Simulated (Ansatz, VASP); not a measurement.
## P in VASP and in Ansatz

```
P
1.0
     0.00000    2.67561    2.67561
     2.67561    0.00000    2.67561
     2.67561    2.67561    0.00000
P
2
Direct
  0.87500 0.87500 0.87500
  0.12500 0.12500 0.12500
```

Alike in both runs: functional LDA; k mesh 12 × 12 × 12; occupations fermi-dirac, width 0.1 eV; no spin polarisation.

Ansatz relaxed the structure, and its values are those at the end. VASP's run is a single point on that final structure, the one shown.

|  | VASP | Ansatz |
| --- | --- | --- |
| version | VASP 6.6.1 | Ansatz 0.2.0 |
| potentials or method | VASP PAW LDA potentials, release 64 (P) | PAW with Ansatz's default frozen-core files, scalar-relativistic |
| plane-wave cutoff (eV) | 520 | 420 |
| valence electrons in the cell | 10 | 10 |

Ansatz gave:

* pressure (GPa): 0.0

**Question.** Which values does VASP return?

**Answer.** Pressure (GPa): -0.1.

LDA's correlation is that of Perdew and Zunger in VASP and of Perdew and Wang (1992) in Ansatz.
